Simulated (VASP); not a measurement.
The system is FeGe.

```
Ge Fe
1.0
     4.66349    0.00000    0.00000
     0.00000    4.66349    0.00000
     0.00000    0.00000    4.66349
Ge Fe
4 4
Direct
  0.84200 0.84200 0.84200
  0.65800 0.15800 0.34200
  0.34200 0.65800 0.15800
  0.15800 0.34200 0.65800
  0.13500 0.13500 0.13500
  0.36500 0.86500 0.63500
  0.63500 0.36500 0.86500
  0.86500 0.63500 0.36500
```

Base run:

| Item | Value |
| --- | --- |
| Program | VASP 6.6.1 |
| Functional | PBE |
| Potentials or basis | VASP PAW PBE potentials, release 64 (Ge_d, Fe) |
| Cutoff | 520 eV |
| k mesh | 4 × 4 × 4 |
| Occupations | gaussian, width 0.0321 eV |
| Spin | no spin polarisation |

Its results: band gap on the k mesh 0.10 eV, indirect (least direct gap 0.11 eV); pressure -3.0 GPa; largest force 0.397 eV/Å.

Q: The run is repeated on the same cell with these changes: functional from PBE to LDA; potentials or basis from VASP PAW PBE potentials, release 64 (Ge_d, Fe) to VASP PAW LDA potentials, release 64 (Ge_d, Fe). What comes out?

A: Band gap on the k mesh 0.09 eV, indirect (the least direct gap lies 3.9 meV higher); pressure -15.1 GPa; largest force 0.459 eV/Å.

A k mesh can miss the band edges.
